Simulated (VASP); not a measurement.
# HW4C4 in VASP: single point with PBE+D3(BJ)

Aim: the single point of HW4C4 with PBE+D3(BJ).

Program: VASP 6.6.1. These are calculated values, not measurements. Logs are shortened: lines on timing, memory, paths and dates and some standing lists are left out, and cuts for length are marked.

## (1) The cell of the first run

The cell holds a slab with vacuum, 18 atoms: a = 5.796 Å, b = 5.670 Å, c = 15.183 Å, α = 90.00°, β = 90.00°, γ = 90.00°.

## (2) Single point, PBE+D3(BJ)

File INCAR:

```
ALGO = Normal
EDIFF = 1E-6
ENCUT = 520
GGA = PE
ISIF = 2
ISMEAR = 0
IVDW = 12
LASPH = True
LCHARG = False
LREAL = Auto
LWAVE = False
NBANDS = 88
NELM = 80
PREC = Accurate
SIGMA = 0.05
```

File KPOINTS:

```
k-points
0
Gamma
  4 5 1
```

File POSCAR:

```
HW4C4
1.0
    5.7964600000      0.0000000000      0.0000000000
    0.0000000000      5.6696800000      0.0000000000
    0.0000000000      0.0000000000     15.1832350000
W C H
8 8 2
Direct
    0.0000000000      0.0000000000      0.0658621200
    0.2501376301     -0.0073232750      0.2388881456
    0.0000000000      0.5000000000      0.0658621200
    0.2501324848      0.5065448630      0.2387196063
    0.5000000000      0.0000000000      0.0658621200
    0.7497817848     -0.0014615378      0.2260434362
    0.5000000000      0.5000000000      0.0658621200
    0.7498038239      0.5013588243      0.2260518627
   -0.0028005287      0.2500514760      0.1646239947
    0.4986837240      0.2498785461      0.2697083900
   -0.0023719595      0.7500240046      0.1662915175
    0.2495380216      0.7496792495      0.3280126527
    0.5026556360      0.2500808249      0.1647253018
    1.0015157817      0.2498681617      0.2694778058
    0.5019705411      0.7500254715      0.1662256875
    0.7497195578      0.7499692197      0.3313604435
   -0.0915018095      0.7500928715      0.3710123852
   -0.4084195700      0.7500923099      0.3712856840
```

Potentials or basis: VASP PAW PBE potentials, release 64 (W_sv, C, H).

The run is started by

```bash
$ cat potpaw_PBE.64/W_sv/POTCAR potpaw_PBE.64/C/POTCAR potpaw_PBE.64/H/POTCAR > POTCAR
$ mpirun -np 1 vasp_std > vasp.out
```

OUTCAR:

```text
EDIFF = 1E-6
   ENCUT = 520
   GGA = PE
   ISIF = 2
   ISMEAR = 0
   IVDW = 12
   LASPH = True
   LREAL = Auto
   NELM = 80
   PREC = Accurate
 IVDW          = 12

 ion  position               nearest neighbor table
   1  0.000  0.000  0.066-   9 2.06  11 2.08   6 2.83   3 2.83   3 2.83   5 2.90   5 2.90   2 3.00

   2  0.250  0.993  0.239-  12 1.93  14 2.10  10 2.10  15 2.29  11 2.29  13 2.35   9 2.36   4 2.76
                             6 2.90   6 2.91   4 2.91   5 3.00   1 3.00
   3  0.000  0.500  0.066-   9 2.06  11 2.08   8 2.83   1 2.83   1 2.83   7 2.90   7 2.90   4 3.00
[... 5 lines left out ...]
   6  0.750  0.999  0.226-  16 2.13  10 2.14  14 2.14  11 2.21  15 2.21  13 2.23   9 2.23   8 2.82
                             5 2.83   1 2.83   8 2.85   2 2.90   2 2.91
   7  0.500  0.500  0.066-  13 2.06  15 2.08   8 2.83   5 2.83   5 2.83   3 2.90   3 2.90   4 3.00

   8  0.750  0.501  0.226-  16 2.13  10 2.14  14 2.14  11 2.21  15 2.21  13 2.22   9 2.23   6 2.82
                             7 2.83   3 2.83   6 2.85   4 2.90   4 2.91
   9  0.997  0.250  0.165-  14 1.59   3 2.06   1 2.06   8 2.23   6 2.23   4 2.35   2 2.36
  10  0.499  0.250  0.270-  13 1.59   4 2.10   2 2.10   6 2.14   8 2.14
  11  0.998  0.750  0.166-   1 2.08   3 2.08   6 2.21   8 2.21   2 2.29   4 2.29
  12  0.250  0.750  0.328-   2 1.93   4 1.93
  13  0.503  0.250  0.165-  10 1.59   7 2.06   5 2.06   8 2.22   6 2.23   4 2.35   2 2.35
  14  0.002  0.250  0.269-   9 1.59   4 2.10   2 2.10   6 2.14   8 2.14
  15  0.502  0.750  0.166-   5 2.08   7 2.08   6 2.21   8 2.21   2 2.29   4 2.29
  16  0.750  0.750  0.331-  18 1.10  17 1.10   6 2.13   8 2.13
  17  0.908  0.750  0.371-  16 1.10
  18  0.592  0.750  0.371-  16 1.10

  LATTYP: Found a simple orthorhombic cell.
 ALAT       =     5.6696800000
 B/A-ratio  =     1.0223610504
 C/A-ratio  =     2.6779703616

  Lattice vectors:

 A1 = (   0.0000000000,  -5.6696800000,   0.0000000000)
 A2 = (   5.7964600000,   0.0000000000,   0.0000000000)
 A3 = (   0.0000000000,   0.0000000000,  15.1832350000)

Analysis of symmetry for initial positions (statically):
=====================================================================
 Subroutine PRICEL returns:
 Original cell was already a primitive cell.

 Routine SETGRP: Setting up the symmetry group for a
 simple orthorhombic supercell.

 Subroutine GETGRP returns: Found  1 space group operations
 (whereof  1 operations were pure point group operations)
 out of a pool of  8 trial point group operations.

The static configuration has the point symmetry C_1 .

Analysis of symmetry for dynamics (positions and initial velocities):
=====================================================================
 Subroutine PRICEL returns:
 Original cell was already a primitive cell.

 Routine SETGRP: Setting up the symmetry group for a
 simple orthorhombic supercell.

[... 134 lines left out ...]
   NUPDOWN=      -1.0000    fix difference up-down
   EMIN   =  10.00;   EMAX   =-10.00  energy-range for DOS
   EFERMI =   0.00;   METHOD = LEGACY
   ISMEAR =     0;   SIGMA  =   0.05  broadening in eV -4-tet -1-fermi 0-gaus
   EFERMI_NEDOS =   21; number of points for ismear=-14 and -15
   IALGO  =     38    algorithm
   IMIX   =      4    mixing-type and parameters
     AMIX     =   0.40;   BMIX     =  1.00
     AMIX_MAG =   1.60;   BMIX_MAG =  1.00
  volume/ion in A,a.u.               =      27.72       187.07
  Fermi-wavevector in a.u.,A,eV,Ry     =   1.086836  2.053822 16.071362  1.181212
  Thomas-Fermi vector in A             =   2.222981
   LORBIT       =      0    0 simple, 1 ext, 2 COOP (PROOUT), +10 PAW based schemes
   GGA     = PE    functional components
   LHFCALC =     F    Hartree Fock is set to
   AEXX    =    0.0000 exact exchange contribution
   IVDW    =    12    specifies the selected vdW correction
   LEPSILON=     F    determine dielectric tensor
   LRPA    =     F    only Hartree local field effects (RPA)
 non-spin polarized calculation
 Gauss-broadening in eV      SIGMA  =   0.05
  energy-cutoff  :      520.00
  volume of cell :      498.98
 maximum number of plane-waves:     13488
 NGX is ok and might be reduce to    48
   NGX = 21   NGY = 21   NGZ = 57

 number of electron     145.9999999 magnetization

 Free energy of the ion-electron system (eV)
  ---------------------------------------------------
  ext. energy  EPLUGINS =         0.00000000
  ---------------------------------------------------
  free energy    TOTEN  =      -166.19580621 eV

  energy without entropy =     -166.18589368  energy(sigma->0) =     -166.19084994

 E-fermi :   0.6493     XC(G=0):  -6.0870

 val. band max:        0.6350243025   @ k =   0.0000   0.4000   0.0000
 cond. band min:       0.7214581313   @ k =   0.5000   0.0000   0.0000
 fundamental gap:      0.0864338288
 Fermi energy:         0.6493191961

 k-point     1 :       0.0000    0.0000    0.0000
  band No.  band energies     occupation
      1     -73.9475      2.00000
      2     -73.9059      2.00000
      3     -73.8645      2.00000
      4     -73.8201      2.00000
      5     -73.5458      2.00000
      6     -73.5185      2.00000
[... 957 lines left out ...]
     84       2.3898      0.00000
     85       2.7124      0.00000
 [bands above 85 left out]

------------------------ aborting loop because EDIFF is reached ----------------------------------------

 Edisp (eV)   -4.37939

 E8    (eV) :    -2.0514

  FORCE on cell =-STRESS in cart. coord.  units (eV):
  Direction    XX          YY          ZZ          XY          YZ          ZX
  --------------------------------------------------------------------------------------
  -------------------------------------------------------------------------------------
  Total       2.69973    -2.52027     0.64280     0.00151    -0.00234    -0.02071
  in kB       8.66852    -8.09230     2.06397     0.00484    -0.00751    -0.06650
  external pressure =        0.88 kB  Pullay stress =        0.00 kB

 VOLUME and BASIS-vectors are now :
 -----------------------------------------------------------------------------
  energy-cutoff  :      520.00
  volume of cell :      498.98
      direct lattice vectors                 reciprocal lattice vectors
     5.796460000  0.000000000  0.000000000     0.172519089  0.000000000  0.000000000
     0.000000000  5.669680000  0.000000000     0.000000000  0.176376797  0.000000000
     0.000000000  0.000000000 15.183235000     0.000000000  0.000000000  0.065862117

 POSITION                                       TOTAL-FORCE (eV/Angst)
 -----------------------------------------------------------------------------------
      0.00000      0.00000      1.00000         0.273832     -0.174282     -0.053688
      1.44991      5.62816      3.62709        -0.008400     -0.002728     -0.027707
      0.00000      2.83484      1.00000         0.272804      0.173576     -0.051923
      1.44988      2.87195      3.62454        -0.007832      0.009053     -0.022905
      2.89823      0.00000      1.00000        -0.275719     -0.161534     -0.051497
      4.34608      5.66139      3.43207         0.016259     -0.030210     -0.000680
[... 10 lines left out ...]
      5.26607      4.25279      5.63317         0.005504     -0.001076      0.009479
      3.42907      4.25278      5.63732        -0.020948     -0.001292      0.016217
 -----------------------------------------------------------------------------------
    total drift:                               -0.004047      0.002057      0.002521

  FREE ENERGIE OF THE ION-ELECTRON SYSTEM (eV)
  ---------------------------------------------------
  free  energy   TOTEN  =      -170.5751923113 eV

  energy  without entropy=     -170.5652797813  energy(sigma->0) =     -170.57023605
```

Wall time 12 min (1 thread of Intel Xeon 6975P-C (Granite Rapids), shared host); peak memory 0.69 GiB.

Results:

* Free energy: -170.5752 eV
* Largest force: 0.329 eV/Å
* Band gap on the k mesh: zero (band 73 reaches 0.85 eV, above the bottom of band 74 at 0.53 eV)
* Dispersion energy per atom: -0.243 eV

Forces on the atoms (eV/Å):
```
W    0.274 -0.174 -0.054
W   -0.008 -0.003 -0.028
W    0.273  0.174 -0.052
W   -0.008  0.009 -0.023
W   -0.276 -0.162 -0.051
W    0.016 -0.030 -0.001
W   -0.275  0.162 -0.050
W    0.015  0.033  0.002
C    0.016 -0.001 -0.041
C    0.004  0.000  0.082
C    0.002 -0.001  0.003
C    0.005 -0.001  0.105
C   -0.013 -0.002 -0.056
C   -0.029  0.000  0.084
C    0.005 -0.001  0.009
C    0.015  0.000  0.045
H    0.006 -0.001  0.009
H   -0.021 -0.001  0.016
```

Caveat: spin-orbit coupling is left out, which moves the levels of the heavy elements.
